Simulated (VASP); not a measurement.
Wanted: the native input for a VASP 6.6.1 run.

- Task: single point
- Functional: PBE
- Potentials or basis: VASP PAW PBE potentials, release 64 (Cd)
- Cutoff: 520 eV
- k mesh: 14 × 14 × 14
- Occupations: fermi-dirac, width 0.1 eV
- Spin: no spin polarisation
- Dipole correction: no
- Further INCAR settings: ALGO = Normal; EDIFF = 1e-06; NBANDS = 19

The structure of Cd lies in POSCAR:

```
Cd
1.0
   -2.5395745371      2.5395745371      1.3030474476
    2.5395745371     -2.5395745371      1.3030474476
    2.5395745371      2.5395745371     -1.3030474476
Cd
2
Direct
   -0.3750000000     -0.1250000000     -0.2500000000
    0.3750000000      0.1250000000      0.2500000000
```

This cell differs from its parent crystal: volume scaled by 0.65.

The input as run:

INCAR

```
PREC     = Accurate       # precision mode
ENCUT    = 520            # plane-wave cutoff, eV
EDIFF    = 1E-6           # SCF threshold, eV
ISMEAR   = -1             # smearing method
SIGMA    = 0.1            # smearing width, eV
LREAL    = False          # projectors in reciprocal space
LASPH    = True           # aspherical terms in the spheres
NELM     = 80             # most SCF steps
ALGO     = Normal         # electronic algorithm
ISIF     = 2              # what is computed and relaxed
LWAVE    = False          # write WAVECAR
LCHARG   = False          # write CHGCAR
GGA      = PE             # functional
NBANDS   = 19             # bands
```

KPOINTS

```
regular mesh
0
Gamma
  14 14 14
```

Potentials or basis: VASP PAW PBE potentials, release 64 (Cd).

The run is started by

```bash
$ cat potpaw_PBE.64/Cd/POTCAR > POTCAR
$ mpirun -np 1 vasp_std > vasp.out
```

Results of the run:

The pressure is 47.9 GPa and the band gap on the k mesh is zero (band 12 reaches 9.27 eV, above the bottom of band 13 at 2.87 eV).

Run time: 44 s on 1 thread of Intel(R) Xeon(R) 6975P-C (Granite Rapids), with other jobs on the host, peak memory 0.25 GiB.
